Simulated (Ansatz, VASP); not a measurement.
One calculation of Os, two programs

```
Os
1.0
     0.00000    1.91357    1.91357
     1.91357    0.00000    1.91357
     1.91357    1.91357    0.00000
Os
1
Direct
  0.00000 0.00000 0.00000
```

Alike in both runs: task single point; functional PBE; k mesh 4 × 4 × 4; occupations fermi-dirac, width 0.15 eV; non-collinear spin, spin-orbit coupling.

|  | VASP | Ansatz |
| --- | --- | --- |
| version | VASP 6.6.1 | Ansatz 0.2.0 development build |
| potentials or method | VASP PAW PBE potentials, release 64 (Os) | plane waves, PAW datasets (hand-made set) |
| plane-wave cutoff (eV) | 600 | 480 |
| valence electrons in the cell | 8 | 16 |

```tsv
	VASP	Ansatz	Ansatz less VASP
net moment per atom (μB)	0.00	0.00	0.000
```

VASP's potentials hold 8 valence electrons a cell and Ansatz's 16, so a difference there can come from the potentials and not from the codes. Ansatz's warnings: stress scf threshold loose.

The k mesh is coarse, so the values compare programs but aren't converged.
